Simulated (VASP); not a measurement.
# ZrS: single point with PBEsol

ZrS:

```
Zr S
1.0
     2.63474    2.63474    0.00000
    -2.54582    2.54582    0.00000
     0.00000    0.00000    5.15689
Zr S
2 2
Direct
  0.00000 0.00000 0.00000
  0.50000 0.50000 0.50000
  0.50000 0.50000 0.00000
  0.00000 0.00000 0.50000
```

This cell differs from its parent crystal: uniaxial strain along a: +2.0 %, then relaxed in part.

- Program: VASP 6.6.1
- Task: single point
- Functional: PBEsol
- Potentials or basis: VASP PAW PBE potentials, release 64 (Zr_sv, S)
- Cutoff: 520 eV
- k mesh: 14 × 14 × 10
- Occupations: gaussian, width 0.1 eV
- Spin: no spin polarisation

* Pressure: -0.3 GPa
* Band gap on the k mesh: zero (band 18 reaches 12.68 eV, above the bottom of band 19 at 9.72 eV)

Stress tensor (GPa, compression positive):
```
-0.59 -0.79  0.00
-0.79 -0.59  0.00
 0.00  0.00  0.22
```

Levels at points of the mesh, in eV from the Fermi level:
```csv
k point,band 15,band 16,band 17,band 18,band 19,band 20,band 21,band 22
"(0.00, 0.00, 0.00)",-3.64,-3.53,-3.44,-1.68,-1.46,-1.30,-0.75,-0.74
"(0.50, 0.00, 0.00)",-5.72,-5.72,0.43,0.43,0.85,0.85,1.12,1.12
"(0.00, 0.50, 0.00)",-5.63,-5.63,0.23,0.23,0.62,0.62,1.33,1.33
"(0.50, 0.50, 0.00)",-4.49,-4.49,-3.69,-3.69,0.49,0.49,2.38,2.38
"(0.00, 0.00, 0.50)",-4.31,-4.31,-2.77,-2.77,-0.16,-0.16,1.24,1.24
"(0.50, 0.00, 0.50)",-5.98,-5.98,1.28,1.28,1.64,1.64,1.92,1.92
"(0.00, 0.50, 0.50)",-6.16,-6.16,1.50,1.50,1.62,1.62,1.84,1.84
"(0.50, 0.50, 0.50)",-5.97,-5.97,0.01,0.01,0.08,0.08,1.76,1.76
```

Wall time 3.4 min on 1 thread of Intel(R) Xeon(R) 6975P-C (Granite Rapids) (shared host), peak memory 0.61 GiB.

Caveat: the cell differs from its parent crystal (uniaxial strain along a: +2.0 %, then relaxed in part); the PAW data sets were made with another functional, which shifts forces and pressure a little.
